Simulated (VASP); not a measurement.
A run of VASP 6.6.1 is set up as follows.

The input INCAR:

```
ALGO = Normal
EDIFF = 1E-6
ENCUT = 520
GGA = PE
ISIF = 2
ISMEAR = 0
LASPH = True
LCHARG = False
LREAL = False
LWAVE = False
NBANDS = 16
NELM = 80
PREC = Accurate
SIGMA = 0.02
```

File KPOINTS:

```
k-points
0
Gamma
  12 12 4
```

POSCAR

```
BN
1.0
    2.5253507535      0.0000000000      0.0000000000
   -1.2626753768      2.1870179060      0.0000000000
    0.0000000000      0.0000000000      6.3183480360
B N
2 2
Direct
    0.3333333333      0.6666666667      0.2500000000
    0.6666666667      0.3333333333      0.7500000000
    0.3333333333      0.6666666667      0.7500000000
    0.6666666667      0.3333333333      0.2500000000
```

Potentials or basis: VASP PAW PBE potentials, release 64 (B, N).

Run with:

```console
$ cat potpaw_PBE.64/B/POTCAR potpaw_PBE.64/N/POTCAR > POTCAR
$ mpirun -np 1 vasp_std > vasp.out
```

**Question.** What does it give for the band gap on the k mesh?

**Answer.** 4.12 eV (least direct gap 4.46 eV).

**Question.** Predict the pressure.

**Answer.** -2.0 GPa.

Stress tensor (GPa, compression positive):
```
-5.36  0.00  0.00
 0.00 -5.36  0.00
 0.00  0.00  4.83
```

Caveat: the cell differs from its parent crystal (strained); the stress differs along the axes, from -5 to 5 GPa; this functional lacks dispersion, which binds layers or chains, so the pressure and a relaxed spacing across them are unreliable. A k mesh can miss the band edges.
